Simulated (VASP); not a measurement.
Write the native input for VASP 6.6.1 that does the following.

```yaml
Task: single point
Functional: PBE
Potentials_or_basis: VASP PAW PBE potentials, release 64 (Ta_pv, H)
Cutoff: 520 eV
k_mesh: 6 × 6 × 6
Occupations: gaussian, width 0.1 eV
Spin: no spin polarisation
Dipole_correction: no
Further_INCAR_settings: ALGO = Normal; EDIFF = 1e-07; NBANDS = 17
```

The structure of TaH5 lies in POSCAR:

```
TaH5
1.0
    3.5677503940      0.0000000000      0.0000000000
   -1.7838751970      3.0897624756      0.0000000000
    0.0000000000      0.0000000000      3.1122834454
Ta H
1 5
Direct
    0.0000000000      0.0000000000      0.5000000000
    0.6951047565      0.0000000000      0.0000000000
    0.3048952435      0.3048952435      0.0000000000
    0.0000000000      0.6951047565      0.0000000000
    0.6666666667      0.3333333333      0.5000000000
    0.3333333333      0.6666666667      0.5000000000
```

The cell was built from a structure type or drawn by symmetry, and may not be a known phase.

The input as run:

INCAR

```
PREC = Accurate
ENCUT = 520
EDIFF = 1E-7
ISMEAR = 0
SIGMA = 0.1
LREAL = False
LASPH = True
NELM = 60
ALGO = Normal
ISIF = 2
LWAVE = False
LCHARG = False
GGA = PE
NBANDS = 17
```

KPOINTS

```
Automatic mesh
0
Gamma
  6 6 6
```

Potentials or basis: VASP PAW PBE potentials, release 64 (Ta_pv, H).

Command:

```sh
$ cat potpaw_PBE.64/Ta_pv/POTCAR potpaw_PBE.64/H/POTCAR > POTCAR
$ mpirun -np 1 vasp_std > vasp.out
```

It gave:

The pressure is -0.1 GPa. The largest force is 0.018 eV/Å and the band gap on the k mesh is zero (bands 8 and 9 overlap by 1.66 eV).

Caveat: spin-orbit coupling is left out, which moves the levels of the heavy elements.

Wall time 13 s on 1 thread of AMD EPYC 7R13 Processor (Zen 3), on a shared host, peak memory 0.13 GiB.
